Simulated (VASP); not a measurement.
## P: single point with PBE+D3(BJ)

Crystal: P.

```
P
1.0
     1.61014    0.92961    2.62966
    -1.61014    0.92961    2.62966
     0.00000   -1.85923    2.62966
P
2
Cartesian
  0.0000 0.0000 1.9717
  0.0000 0.0000 5.9173
```

This isn't the form of P at room conditions, which is orthorhombic.

* Program: VASP 6.6.1
* Task: single point
* Functional: PBE
* Dispersion: D3(BJ)
* Potentials or basis: VASP PAW PBE potentials, release 64 (P)
* Cutoff: 520 eV
* k mesh: 16 × 16 × 16
* Occupations: gaussian, width 0.05 eV
* Spin: no spin polarisation
* Dipole correction: no
* Further INCAR settings: ALGO = Normal; EDIFF = 1e-06; NBANDS = 12

```yaml
Pressure: 30.6 GPa
Largest_force: 0.003 eV/Å
Band_gap_on_the_k_mesh: zero (bands 5 and 6 overlap by 4.11 eV)
Dispersion_energy_per_atom: -0.599 eV
```

Forces on the atoms (eV/Å):
```
P    0.000  0.000  0.003
P    0.000  0.000 -0.003
```

Levels at points of the mesh, in eV from the Fermi level:
```tsv
k point	band 2	band 3	band 4	band 5	band 6	band 7	band 8	band 9
(0.00, 0.00, 0.00)	-2.37	-2.36	-2.36	1.15	3.93	3.94	3.94	6.30
(0.50, 0.00, 0.00)	-13.83	-1.75	-1.75	-1.74	-1.74	2.32	2.32	12.99
(0.50, 0.50, 0.00)	-10.59	-7.20	-6.32	-6.32	-0.39	9.56	10.13	10.13
(0.50, 0.50, 0.50)	-13.83	-1.75	-1.75	-1.74	-1.74	2.32	2.32	12.99
```

Wall time 35 s on 1 thread of AMD EPYC 9R45 96-Core Processor (Zen 5) (shared host), peak memory 0.18 GiB.

Caveat: the cell stands under pressure.
